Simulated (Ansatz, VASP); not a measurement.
# Two plane-wave programs on Al

File INCAR:

```
SYSTEM = Al
PREC = Accurate
ENCUT = 520
EDIFF = 1E-7
ISMEAR = 0
SIGMA = 0.15
LREAL = .False.
LASPH = .True.
NELM = 100
ALGO = Fast
ISIF = 2
LWAVE = .False.
LCHARG = .False.
GGA = PS
IVDW = 12
NBANDS = 10
```

KPOINTS

```
regular mesh
0
Gamma
  18 18 10
  0 0 0
```

The input POSCAR:

```
Al
1.0
    2.8687044585      0.0000000000      0.0000000000
   -1.4343522292      2.3869446258      0.0000000000
    0.0000000000      0.0000000000      4.8668500000
Al
2
Direct
    0.6666666667      0.3333333333      0.7500000000
    0.3333333333      0.6666666667      0.2500000000
```

Input for Ansatz:

```yaml
crystal:
  lattice:
    - [2.8687044585, 0.0, 0.0]
    - [-1.4343522292, 2.3869446258, 0.0]
    - [0.0, 0.0, 4.86685]
  atoms:
    - { symbol: Al, position: [0.6666666667, 0.3333333333, 0.75] }
    - { symbol: Al, position: [0.3333333333, 0.6666666667, 0.25] }
basis:
  ecutwfc: 420
kpoints:
  mp_grid: { grid: [18, 18, 10] }
hamiltonian:
  xc: pbesol
  dispersion: d3bj
scf:
  occupations: { method: gaussian, width: 0.15 }
output:
  forces: true
  stress: true
  eigenvalues: true
```

Change from the starting cell: strain +0.0200 x Voigt [1, -1, 0, 0, 0, 0], atoms carried along.

Alike in both runs: task single point; functional PBEsol; dispersion D3(BJ); k mesh 18 × 18 × 10; occupations gaussian, width 0.15 eV; no spin polarisation.

```csv
,VASP,Ansatz
version,VASP 6.6.1,Ansatz 0.2.0
potentials or method,"VASP PAW PBE potentials, release 64 (Al), cutoff 520 eV","scalar-relativistic, plane waves, PAW"
valence electrons in the cell,6,6
```

|  | VASP | Ansatz | Ansatz less VASP |
| --- | --- | --- | --- |
| gap on the k mesh at the Fermi level (eV) | none | none | - |
| pressure (GPa) | -4.2 | -4.3 | -0.06 |
| traceless stress, the component that is largest in VASP (GPa) | 2.05 | 2.03 | -0.019 |

VASP's potentials were made for PBE, not for PBEsol. A gap of «none» marks a metal or a gap that the smearing closes.
